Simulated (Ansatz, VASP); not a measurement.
**Two plane-wave programs on ZnSe**

```
Zn Se
1.0
     4.52304    0.00000    0.00000
    -2.26152    3.91706    0.00000
     0.00000    0.00000    8.80877
Zn Se
3 3
Direct
  0.66667 0.33333 0.23070
  0.66667 0.33333 0.76930
  0.33333 0.66667 0.50000
  0.00000 0.00000 0.17080
  0.00000 0.00000 0.82920
  0.66667 0.33333 0.00000
```

Alike in both runs: task single point; functional PBE; k mesh 6 × 6 × 2; occupations gaussian, width 0.1 eV; no spin polarisation.

```csv
,VASP,Ansatz
version,VASP 6.6.1,Ansatz 0.2.0
potentials or method,"VASP PAW PBE potentials, release 64 (Zn, Se), cutoff 520 eV","scalar-relativistic, plane waves, PAW"
valence electrons in the cell,54,84
```

```csv
,VASP,Ansatz,Ansatz less VASP
gap on the k mesh at the Fermi level (eV),none,none,-
pressure (GPa),9.3,9.1,-0.22
"traceless stress, the component that is largest in VASP (GPa)",17.26,17.02,-0.246
rms of the force components (eV/Å),2.005,1.972,-0.0330
```

Atom by atom the forces differ by 0.035 eV/Å (rms over components). A gap of «none» marks a metal or a gap that the smearing closes. The functional is the same, so the differences come from potentials, cutoffs and numerics. VASP's potentials hold 54 valence electrons a cell and Ansatz's 84, so a difference there can come from the potentials and not from the codes.
